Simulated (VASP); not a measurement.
Set up this calculation in VASP 6.6.1, as the native input.

- Task: single point
- Functional: PBE
- Potentials or basis: VASP PAW PBE potentials, release 64 (Dy_3, Bi_d, P), 4f in core
- Cutoff: 500 eV
- k mesh: 6 × 6 × 2
- Occupations: gaussian, width 0.1 eV
- Spin: no spin polarisation
- Dipole correction: no
- Further INCAR settings: ALGO = Normal; EDIFF = 1e-06; NBANDS = 33

The structure of Dy2BiP3 lies in POSCAR:

```
Dy2BiP3
1.0
    4.5316978609     -0.0000000028      0.0000000000
   -2.2658489280      3.9245654713      0.0000000000
    0.0000000000      0.0000000000      7.6398226839
Dy Bi P
2 1 3
Direct
    0.3333333333      0.6666666667      0.2859751171
    0.3333333333      0.6666666667      0.7140248829
    0.6666666667      0.3333333333      0.0000000000
    0.6666666667      0.3333333333      0.5000000000
    0.0000000000      0.0000000000      0.0000000000
    0.0000000000      0.0000000000      0.5000000000
```

The cell was generated, and may not be a known phase.

One way to write it, as run:

INCAR

```
SYSTEM = Dy2BiP3
PREC     = Accurate       ! precision mode
ENCUT    = 500            ! plane-wave cutoff, eV
EDIFF    = 1E-6           ! SCF threshold, eV
ISMEAR   = 0              ! smearing method
SIGMA    = 0.1            ! smearing width, eV
LREAL    = .False.        ! projectors in reciprocal space
LASPH    = .True.         ! aspherical terms in the spheres
NELM     = 200            ! most SCF steps
ALGO     = Normal         ! electronic algorithm
ISIF     = 2              ! what is computed and relaxed
LWAVE    = .False.        ! write WAVECAR
LCHARG   = .False.        ! write CHGCAR
GGA      = PE             ! functional
NBANDS   = 33             ! bands
GGA_COMPAT= .False.      
LMAXMIX  = 6              ! l up to which the mixer works
```

KPOINTS

```
regular mesh
0
Gamma
  6 6 2
  0 0 0
```

Potentials or basis: VASP PAW PBE potentials, release 64 (Dy_3, Bi_d, P), 4f in core.

The run is started by

```bash
$ cat potpaw_PBE.64/Dy_3/POTCAR potpaw_PBE.64/Bi_d/POTCAR potpaw_PBE.64/P/POTCAR > POTCAR
$ mpirun -np 1 vasp_std > vasp.out
```

It gave:

| Property | Result |
| --- | --- |
| Pressure | 0.0 GPa |
| Largest force | 0.029 eV/Å |
| Band gap on the k mesh | zero (bands 24 and 25 overlap by 1.73 eV) |

Caveat: the k points lie up to 0.41 Å⁻¹ apart, too coarse for converged energies and pressures of a metal; spin-orbit coupling is left out, which moves the levels of the heavy elements; the 4f electrons are frozen in the core, so they carry no moment and show no levels.

Wall time 50 s on 1 thread of Intel(R) Xeon(R) Platinum 8488C (Sapphire Rapids), with other jobs on the host, peak memory 0.27 GiB.
